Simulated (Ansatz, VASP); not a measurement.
# Cu in VASP and in Ansatz

Contents of INCAR:

```
PREC     = Accurate       # precision mode
ENCUT    = 520            # plane-wave cutoff, eV
EDIFF    = 1E-7           # SCF threshold, eV
ISMEAR   = 0              # smearing method
SIGMA    = 0.05           # smearing width, eV
LREAL    = False          # projectors in reciprocal space
LASPH    = True           # aspherical terms in the spheres
NELM     = 60             # most SCF steps
ALGO     = Normal         # electronic algorithm
ISIF     = 2              # what is computed and relaxed
LWAVE    = False          # write WAVECAR
LCHARG   = False          # write CHGCAR
GGA      = PE             # functional
NBANDS   = 12             # bands
```

File KPOINTS:

```
Automatic mesh
0
Gamma
  16 16 16
```

Contents of POSCAR:

```
Cu
1.0
   -1.4427933200      1.4427933200      1.3760814500
    1.4427933200     -1.4427933200      1.3760814500
    1.4427933200      1.4427933200     -1.3760814500
Cu
1
Direct
    0.0000000000      0.0000000000      0.0000000000
```

Input for Ansatz:

```yaml
crystal:
  lattice:
    - [-1.44279332, 1.44279332, 1.37608145]
    - [1.44279332, -1.44279332, 1.37608145]
    - [1.44279332, 1.44279332, -1.37608145]
  atoms:
    - { symbol: Cu, position: [0.0, 0.0, 0.0] }
basis:
  ecutwfc: 420
  fft_grid_basis: typed
kpoints:
  mp_grid: { grid: [16, 16, 16] }
hamiltonian:
  xc: pbe
scf:
  occupations: { method: gaussian, width: 0.05 }
output:
  forces: true
  stress: true
  eigenvalues: true
  bader: true
  write_density: true
  volumetric_format: npy
  elf: true
```

Alike in both runs: task single point; functional PBE; k mesh 16 × 16 × 16; occupations gaussian, width 0.05 eV; no spin polarisation.

```csv
,VASP,Ansatz
version,VASP 6.6.1,Ansatz 0.2.0
potentials or method,"VASP PAW PBE potentials, release 64 (Cu), cutoff 520 eV","scalar-relativistic, plane waves, PAW"
valence electrons in the cell,11,19
```

```tsv
	VASP	Ansatz	Ansatz less VASP
gap on the k mesh at the Fermi level (eV)	none	none	-
pressure (GPa)	7.8	7.3	-0.55
traceless stress, the component that is largest in VASP (GPa)	0.10	0.11	+0.013
```

A gap of «none» marks a metal or a gap that the smearing closes. VASP's potentials hold 11 valence electrons a cell and Ansatz's 19, so a difference there can come from the potentials and not from the codes.
